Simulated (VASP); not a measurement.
Here is a VASP 6.6.1 calculation.

File INCAR:

```
SYSTEM = Si3N
  ALGO = Normal
  DIPOL = 0.5 0.5 0.328
  EDIFF = 1E-7
  ENCUT = 520
  GGA = PE
  IDIPOL = 3
  ISIF = 2
  ISMEAR = 0
  IVDW = 12
  LASPH = .True.
  LCHARG = .True.
  LDIPOL = .True.
  LELF = .True.
  LREAL = .False.
  LVACPOTAV = .True.
  LVHAR = .True.
  LWAVE = .False.
  NBANDS = 27
  NELM = 100
  PREC = Accurate
  SIGMA = 0.05
```

File KPOINTS:

```
k-points
0
Gamma
  7 5 1
  0 0 0
```

POSCAR

```
Si3N
1.0
    3.8333442755      0.0000000000      0.0000000000
    0.0000000000      5.4211674636      0.0000000000
    0.0000000000      0.0000000000     22.4877586337
Si N
6 2
Direct
    0.5000000000      0.0000000000      0.1778745523
    0.0000000000      0.2500000000      0.1778745523
    0.0000000000      0.5038839981      0.2608672216
    0.5000000000      0.7461160019      0.2608672216
    0.5000000000      0.0086033066      0.3418641564
    0.0000000000      0.2413966934      0.3418641564
    0.8333333333      0.8419366399      0.5063981173
    0.8333333333      0.8419366399      0.5553136192
```

Potentials or basis: VASP PAW PBE potentials, release 64 (Si, N).

Command:

```sh
$ cat potpaw_PBE.64/Si/POTCAR potpaw_PBE.64/N/POTCAR > POTCAR
$ mpirun -np 1 vasp_std > vasp.out
```

Task: Predict the largest force.

Result: 2.146 eV/Å.

Task: What does it give for the band gap on the k mesh?

Result: Zero (bands 17 and 18 overlap by 0.29 eV).

Forces in eV/Å, atoms in the order of the input:
```
Si   0.001  0.556 -0.052
Si  -0.002 -0.556 -0.054
Si   0.000 -0.087  0.001
Si  -0.001  0.079  0.000
Si  -0.005  0.010  0.053
Si   0.002 -0.001  0.077
N    0.009 -0.001 -2.146
N   -0.004  0.001  2.121
```

Caveat: the standard files for N, O and F lose accuracy on very short bonds.
